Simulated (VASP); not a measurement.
# CdS (Fm-3m) in VASP: relaxation of cell and atoms with LDA

Aim: the relaxation of cell and atoms of CdS with LDA.

Program: VASP 6.6.1. These are calculated values, not measurements. Logs are shortened: lines on timing, memory, paths and dates and some standing lists are left out, and cuts for length are marked.

### 1 The cell of the first run

It takes space group Fm-3m (No. 225, cubic). Conventional cell: a = 5.495 Å, b = 5.495 Å, c = 5.495 Å, α = 90.00°, β = 90.00°, γ = 90.00°. Within 3.6 Å of Cd (site symmetry m-3m) lie 6 S at 2.75 Å. Within 3.6 Å of S (site symmetry m-3m) lie 6 Cd at 2.75 Å.

### 2 Relaxation of cell and atoms, LDA

File INCAR:

```
SYSTEM = CdS
PREC = Accurate ; ENCUT = 630
EDIFF = 1E-7 ; ISMEAR = -1
SIGMA = 0.02 ; LREAL = .FALSE.
LASPH = .TRUE. ; NELM = 120
ALGO = Normal ; ISIF = 3
LWAVE = .FALSE. ; LCHARG = .FALSE.
IBRION = 2 ; NSW = 80
EDIFFG = -0.005 ; GGA_COMPAT = .FALSE.
NELMIN = 4
```

File KPOINTS:

```
regular mesh
0
G
  8 8 8
  0 0 0
```

File POSCAR:

```
CdS
1.0
    0.0000000000      2.7472987742      2.7472987742
    2.7472987742      0.0000000000      2.7472987742
    2.7472987742      2.7472987742      0.0000000000
Cd S
1 1
Direct
    0.0000000000      0.0000000000      0.0000000000
    0.5000000000      0.5000000000      0.5000000000
```

Potentials or basis: VASP PAW LDA potentials, release 64 (Cd_sv_GW, S).

Launch:

```
cat potpaw_LDA.64/Cd_sv_GW/POTCAR potpaw_LDA.64/S/POTCAR > POTCAR
mpirun -np 1 vasp_std > vasp.out
```

OUTCAR:

```text
SYSTEM = CdS
   PREC = Accurate
   ENCUT = 630
   EDIFF = 1E-7
   ISMEAR = -1
   LREAL = .FALSE.
   LASPH = .TRUE.
   NELM = 120
   ISIF = 3
   IBRION = 2
   NSW = 80
   EDIFFG = -0.005
   NELMIN = 4

 ion  position               nearest neighbor table
   1  0.000  0.000  0.000-
   2  0.500  0.500  0.500-

  LATTYP: Found a face centered cubic cell.
 ALAT       =     5.4945975484

  Lattice vectors:

 A1 = (   0.0000000000,   2.7472987742,   2.7472987742)
 A2 = (   2.7472987742,   0.0000000000,   2.7472987742)
 A3 = (   2.7472987742,   2.7472987742,   0.0000000000)

Analysis of symmetry for initial positions (statically):
=====================================================================
 Subroutine PRICEL returns:
 Original cell was already a primitive cell.

 Routine SETGRP: Setting up the symmetry group for a
 face centered cubic supercell.

 Subroutine GETGRP returns: Found 48 space group operations
 (whereof 48 operations were pure point group operations)
 out of a pool of 48 trial point group operations.

The static configuration has the point symmetry O_h .

Analysis of symmetry for dynamics (positions and initial velocities):
=====================================================================
 Subroutine PRICEL returns:
 Original cell was already a primitive cell.

 Routine SETGRP: Setting up the symmetry group for a
 face centered cubic supercell.

 Subroutine GETGRP returns: Found 48 space group operations
 (whereof 48 operations were pure point group operations)
 out of a pool of 48 trial point group operations.

The dynamic configuration has the point symmetry O_h .

 Subroutine INISYM returns: Found 48 space group operations
 (whereof 48 operations are pure point group operations),
 and found     1 'primitive' translations

----------------------------------------------------------------------------------------

                                     Primitive cell

  volume of cell :      41.4713

  direct lattice vectors                    reciprocal lattice vectors
     0.000000000  2.747298774  2.747298774    -0.181996951  0.181996951  0.181996951
     2.747298774  0.000000000  2.747298774     0.181996951 -0.181996951  0.181996951
     2.747298774  2.747298774  0.000000000     0.181996951  0.181996951 -0.181996951

  length of vectors
     3.885267186  3.885267186  3.885267186     0.315227966  0.315227966  0.315227966

  position of ions in fractional coordinates (direct lattice)
     0.000000000  0.000000000  0.000000000
     0.500000000  0.500000000  0.500000000

  ion indices of the primitive-cell ions
   primitive index   ion index
                 1           1
                 2           2

----------------------------------------------------------------------------------------

 KPOINTS: regular mesh

Automatic generation of k-mesh.
 Grid dimensions read from file:
 generate k-points for:    8    8    8

 Generating k-lattice:

  Cartesian coordinates                     Fractional coordinates (reciprocal lattice)
    -0.022749619  0.022749619  0.022749619     0.125000000  0.000000000  0.000000000
     0.022749619 -0.022749619  0.022749619     0.000000000  0.125000000  0.000000000
     0.022749619  0.022749619 -0.022749619     0.000000000  0.000000000  0.125000000

  Length of vectors
     0.039403496  0.039403496  0.039403496

  Shift w.r.t. Gamma in fractional coordinates (k-lattice)
     0.000000000  0.000000000  0.000000000

 Subroutine IBZKPT returns following result:
 ===========================================

 Found     29 irreducible k-points:

 Following reciprocal coordinates:
            Coordinates               Weight
  0.000000  0.000000  0.000000      1.000000
  0.125000  0.000000  0.000000      8.000000
  0.250000  0.000000  0.000000      8.000000
  0.375000  0.000000  0.000000      8.000000
  0.500000  0.000000  0.000000      4.000000
  0.125000  0.125000  0.000000      6.000000
[... 16 lines left out ...]
  0.500000  0.250000  0.125000     48.000000
 -0.375000  0.250000  0.125000     24.000000
 [... further k-points ...]
   k-points           NKPTS =     29   k-points in BZ     NKDIM =     29   number of bands    NBANDS=     17
   number of dos      NEDOS =    301   number of ions     NIONS =      2
   total plane-waves  NPLWV =  32768
   dimension x,y,z NGX =    32 NGY =   32 NGZ =   32
   dimension x,y,z NGXF=    64 NGYF=   64 NGZF=   64
   ions per type =               1   1
   NGX,Y,Z   is equivalent  to a cutoff of  13.69, 13.69, 13.69 a.u.
   NGXF,Y,Z  is equivalent  to a cutoff of  27.38, 27.38, 27.38 a.u.
 SYSTEM =  CdS
   PREC   = accura    normal or accurate (medium, high low for compatibility)
   ISTART =      0    job   : 0-new  1-cont  2-samecut
   ICHARG =      2    charge: 1-file 2-atom 10-const
   ISPIN  =      1    spin polarized calculation?
   LNONCOLLINEAR =      F non collinear calculations
   LSORBIT =      F    spin-orbit coupling
   LASPH  =      T    aspherical Exc in radial PAW
   ENCUT  =  630.0 eV  46.30 Ry    6.80 a.u.   7.95  7.95  7.95*2*pi/ulx,y,z
   NELM   =    120;   NELMIN=  4; NELMDL= -5     # of ELM steps
   EDIFF  = 0.1E-06   stopping-criterion for ELM
   LREAL  =      F    real-space projection
   EDIFFG = -.5E-02   stopping-criterion for IOM
   NSW    =     80    number of steps for IOM
   IBRION =      2    ionic relax: 0-MD 1-quasi-New 2-CG
   NFREE  =      1    steps in history (QN), initial steepest desc. (CG)
   ISIF   =      3    stress and relaxation
   ISYM   =      2    0-nonsym 1-usesym 2-fastsym
   POTIM  = 0.5000    time-step for ionic-motion
   TEBEG  =    0.0;   TEEND  =   0.0 temperature during run
   PSTRESS=    0.0 pullay stress
   NELECT =      26.0000    total number of electrons
   NUPDOWN=      -1.0000    fix difference up-down
   EMIN   =  10.00;   EMAX   =-10.00  energy-range for DOS
   EFERMI =   0.00;   METHOD = LEGACY
   ISMEAR =    -1;   SIGMA  =   0.02  broadening in eV -4-tet -1-fermi 0-gaus
   EFERMI_NEDOS =   21; number of points for ismear=-14 and -15
   IALGO  =     38    algorithm
   IMIX   =      4    mixing-type and parameters
     AMIX     =   0.40;   BMIX     =  1.00
     AMIX_MAG =   1.60;   BMIX_MAG =  1.00
  volume/ion in A,a.u.               =      20.74       139.93
  Fermi-wavevector in a.u.,A,eV,Ry     =   1.401146  2.647782 26.711095  1.963210
  Thomas-Fermi vector in A             =   2.524036
   LORBIT       =      0    0 simple, 1 ext, 2 COOP (PROOUT), +10 PAW based schemes
   GGA     = CA    functional components
   LHFCALC =     F    Hartree Fock is set to
   AEXX    =    0.0000 exact exchange contribution
   IVDW    =     0    specifies the selected vdW correction
   LEPSILON=     F    determine dielectric tensor
   LRPA    =     F    only Hartree local field effects (RPA)
 conjugate gradient relaxation of ions
 non-spin polarized calculation
  energy-cutoff  :      630.00
  volume of cell :       41.47
 maximum number of plane-waves:      1524
   NGX = 15   NGY = 15   NGZ = 15

--------------------------------------- Ionic step        1  -------------------------------------------

 number of electron      25.9999999 magnetization

 Free energy of the ion-electron system (eV)
  ---------------------------------------------------
  ext. energy  EPLUGINS =         0.00000000
  ---------------------------------------------------
  free energy    TOTEN  =        -7.23715215 eV

  energy without entropy =       -7.23635920  energy(sigma->0) =       -7.23675567

------------------------ aborting loop because EDIFF is reached ----------------------------------------

  FORCE on cell =-STRESS in cart. coord.  units (eV):
  Direction    XX          YY          ZZ          XY          YZ          ZX
  --------------------------------------------------------------------------------------
  -------------------------------------------------------------------------------------
  Total       -1.6843354     -1.6843354     -1.6843354      0.0000000      0.0000000     -0.0000000
  in kB      -65.0716011    -65.0716011    -65.0716011      0.0000000      0.0000000     -0.0000000
  external PRESSURE =     -65.0716011 kB  Pullay stress =       0.0000000 kB

 VOLUME and BASIS-vectors are now :
 -----------------------------------------------------------------------------
  energy-cutoff  :      630.00
  volume of cell :       41.47
      direct lattice vectors                 reciprocal lattice vectors
     0.000000000  2.747298774  2.747298774    -0.181996951  0.181996951  0.181996951
     2.747298774  0.000000000  2.747298774     0.181996951 -0.181996951  0.181996951
     2.747298774  2.747298774  0.000000000     0.181996951  0.181996951 -0.181996951

 POSITION                                       TOTAL-FORCE (eV/Angst)
 -----------------------------------------------------------------------------------
      0.00000      0.00000      0.00000         0.000000      0.000000      0.000000
      2.74730      2.74730      2.74730         0.000000      0.000000      0.000000
 -----------------------------------------------------------------------------------
    total drift:                                0.000000     -0.000000     -0.000000

  FREE ENERGIE OF THE ION-ELECTRON SYSTEM (eV)
  ---------------------------------------------------
  free  energy   TOTEN  =        -7.2371521498 eV
[... 17 lines left out ...]
 VOLUME and BASIS-vectors are now :
 -----------------------------------------------------------------------------
  energy-cutoff  :      630.00
  volume of cell :       36.62
      direct lattice vectors                 reciprocal lattice vectors
     0.000000000  2.635680405  2.635680405    -0.189704336  0.189704336  0.189704336
     2.635680405 -0.000000000  2.635680405     0.189704336 -0.189704336  0.189704336
     2.635680405  2.635680405 -0.000000000     0.189704336  0.189704336 -0.189704336

 POSITION                                       TOTAL-FORCE (eV/Angst)
 -----------------------------------------------------------------------------------
      0.00000      0.00000      0.00000         0.000000     -0.000000      0.000000
      2.63568      2.63568      2.63568        -0.000000      0.000000     -0.000000
 -----------------------------------------------------------------------------------
    total drift:                                0.000000     -0.000000     -0.000000

  FREE ENERGIE OF THE ION-ELECTRON SYSTEM (eV)
  ---------------------------------------------------
  free  energy   TOTEN  =        -7.2923268856 eV

  energy  without entropy=       -7.2916854664  energy(sigma->0) =       -7.29200618

--------------------------------------- Ionic step        3  -------------------------------------------

 number of electron      25.9999997 magnetization

 Free energy of the ion-electron system (eV)
  ---------------------------------------------------
  ext. energy  EPLUGINS =         0.00000000
  ---------------------------------------------------
  free energy    TOTEN  =        -7.31076319 eV

  energy without entropy =       -7.31005515  energy(sigma->0) =       -7.31040917

 E-fermi :   5.4870     XC(G=0): -11.2733

 val. band max:        5.4619415071   @ k =   0.5000   0.0000   0.0000
 cond. band min:       6.2840166549   @ k =   0.3750   0.3750   0.0000
 fundamental gap:      0.8220751478
 Fermi energy:         5.4870499516

 k-point     1 :       0.0000    0.0000    0.0000
  band No.  band energies     occupation
      1     -95.6828      2.00000
      2     -57.0732      2.00000
      3     -57.0732      2.00000
      4     -57.0732      2.00000
      5      -7.8728      2.00000
      6      -2.3838      2.00000
[... 9 lines left out ...]
     16      14.6358      0.00000
     17      14.6358      0.00000

 k-point     2 :       0.1250    0.0000    0.0000
  band No.  band energies     occupation
      1     -95.6828      2.00000
      2     -57.0735      2.00000
      3     -57.0732      2.00000
      4     -57.0732      2.00000
      5      -7.7174      2.00000
      6      -2.4433      2.00000
[... 9 lines left out ...]
     16      14.3107      0.00000
     17      14.3107      0.00000
[... 421 lines left out ...]
 k-point    24 :      -0.3750    0.2500    0.1250
  band No.  band energies     occupation
      1     -95.6828      2.00000
      2     -57.0754      2.00000
      3     -57.0742      2.00000
      4     -57.0738      2.00000
      5      -6.5696      2.00000
      6      -2.6813      2.00000
[... 9 lines left out ...]
     16      12.7834      0.00000
     17      13.6017      0.00000

 [... further k-points ...]
[... 5 lines left out ...]
  --------------------------------------------------------------------------------------
  -------------------------------------------------------------------------------------
  Total       -0.0005922     -0.0005922     -0.0005922     -0.0000000      0.0000000     -0.0000000
  in kB       -0.0248888     -0.0248888     -0.0248888     -0.0000000      0.0000000     -0.0000000
  external PRESSURE =      -0.0248888 kB  Pullay stress =       0.0000000 kB

 VOLUME and BASIS-vectors are now :
 -----------------------------------------------------------------------------
  energy-cutoff  :      630.00
  volume of cell :       38.12
      direct lattice vectors                 reciprocal lattice vectors
     0.000000000  2.671196031  2.671196031    -0.187182069  0.187182069  0.187182069
     2.671196031 -0.000000000  2.671196031     0.187182069 -0.187182069  0.187182069
     2.671196031  2.671196031 -0.000000000     0.187182069  0.187182069 -0.187182069

 POSITION                                       TOTAL-FORCE (eV/Angst)
 -----------------------------------------------------------------------------------
      0.00000      0.00000      0.00000        -0.000000     -0.000000     -0.000000
      2.67120      2.67120      2.67120         0.000000      0.000000      0.000000
 -----------------------------------------------------------------------------------
    total drift:                                0.000000     -0.000000     -0.000000

  FREE ENERGIE OF THE ION-ELECTRON SYSTEM (eV)
  ---------------------------------------------------
  free  energy   TOTEN  =        -7.3107631887 eV

  energy  without entropy=       -7.3100551514  energy(sigma->0) =       -7.31040917

 reached required accuracy - stopping structural energy minimisation
```

It took 36 s on 1 thread of AMD EPYC 9R45 (Zen 5), shared host; peak memory 0.16 GiB.

Results:

```
Free energy                           : -7.3108 eV
Relaxed volume                        : 19.06 Å³/atom
Relaxed cell                          : a = 3.778 Å, b = 3.778 Å, c = 3.778 Å, α = 60.00°, β = 60.00°, γ = 60.00°
Space group after relaxing (to 0.1 Å) : Fm-3m (No. 225)
Energy gained by relaxing             : 36.8 meV/atom
Ionic steps                           : 3
Pressure after relaxing               : 0.0 GPa
Band gap on the k mesh                : zero (bands 13 and 14 overlap by 0.01 eV)
```

The path:
| step | energy change (eV) | largest force (eV/Å) | pressure (GPa) | volume (Å³) |
| --- | --- | --- | --- | --- |
| 1 | 0.0000 | 0.0000 | -6.51 | 41.47 |
| 2 | -0.0552 | 0.0000 | 4.09 | 36.62 |
| 3 | -0.0736 | 0.0000 | 0.00 | 38.12 |

Final structure:
```xyz
2
Lattice="0.0000 2.6712 2.6712 2.6712 0.0000 2.6712 2.6712 2.6712 0.0000" Properties=species:S:1:pos:R:3 pbc="T T T"
Cd    0.0000    0.0000    0.0000
S     2.6712    2.6712    2.6712
```

Levels at points of the mesh, in eV from the Fermi level:
```
           k point  band 11  band 12  band 13  band 14  band 15  band 16
(0.00, 0.00, 0.00)    -0.98    -0.98    -0.98     1.00     9.15     9.15
(0.50, 0.00, 0.00)    -5.31    -0.03    -0.03     3.19     5.62     5.62
(0.50, 0.50, 0.00)    -4.85    -2.53    -2.53    -0.03     5.79    10.04
```

Caveat: the structure was generated, so it needn't be the stable form of CdS; semilocal functionals underestimate gaps, and a narrow one can read as zero.

The gap in the log of VASP goes by the Fermi energy; the results here count the filled bands.